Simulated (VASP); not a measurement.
A run of VASP 6.6.1 is set up as follows.

File INCAR:

```
SYSTEM = Li
PREC = Accurate
ENCUT = 520
EDIFF = 1E-6
ISMEAR = 0
SIGMA = 0.1
LREAL = .FALSE.
LASPH = .TRUE.
NELM = 80
ALGO = Normal
ISIF = 2
LWAVE = .FALSE.
LCHARG = .FALSE.
GGA = PE
NBANDS = 12
```

File KPOINTS:

```
Automatic mesh
0
Gamma
  3 3 3
  0.5 0.5 0.5
```

The input POSCAR:

```
Li
1.0
    1.5504989657      0.8951809952      7.5883000000
   -1.5504989657      0.8951809952      7.5883000000
    0.0000000000     -1.7903619905      7.5883000000
Li
3
Direct
    0.0000000000      0.0000000000      0.0000000000
    0.2220000000      0.2220000000      0.2220000000
    0.7780000000      0.7780000000      0.7780000000
```

Potentials or basis: VASP PAW PBE potentials, release 64 (Li_sv).

Command:

```console
$ cat potpaw_PBE.64/Li_sv/POTCAR > POTCAR
$ mpirun -np 1 vasp_std > vasp.out
```

Q: Predict the largest force.

A: 0.013 eV/Å.

Forces in eV/Å, atoms in the order of the input:
```
Li   0.000  0.000  0.000
Li   0.000  0.000  0.013
Li   0.000  0.000 -0.013
```

Caveat: the k points lie up to 0.79 Å⁻¹ apart.
